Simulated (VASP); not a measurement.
The system is MoS2.

```
Mo S
1.0
     3.16900    0.00000    0.00000
    -1.58450    2.74443    0.00000
     0.00000    0.00000   12.32400
Mo S
2 4
Direct
  0.66667 0.33333 0.75000
  0.33333 0.66667 0.25000
  0.66667 0.33333 0.37700
  0.33333 0.66667 0.87700
  0.66667 0.33333 0.12300
  0.33333 0.66667 0.62300
```

Base run:

```yaml
Program: VASP 6.6.1
Functional: PBE
Potentials_or_basis: VASP PAW PBE potentials, release 64 (Mo_sv, S)
Cutoff: 520 eV
k_mesh: 8 × 8 × 2
Occupations: gaussian, width 0.01 eV
Spin: no spin polarisation
```

Its results: band gap on the k mesh 0.99 eV (least direct gap 1.94 eV); electronic dielectric tensor (diagonal) 15.33, 15.33, 6.48.

Task: The run is repeated on the same cell with these changes: functional from PBE to PBEsol; k mesh from 8 × 8 × 2 to 10 × 10 × 3. What comes out?

Result: Band gap on the k mesh 0.90 eV (least direct gap 1.87 eV); electronic dielectric tensor (diagonal) 15.28, 15.28, 6.64.

Several settings changed at once.

Caveats: an odd mesh through Γ misses points on the zone boundary, where band edges can lie (at least some runs).
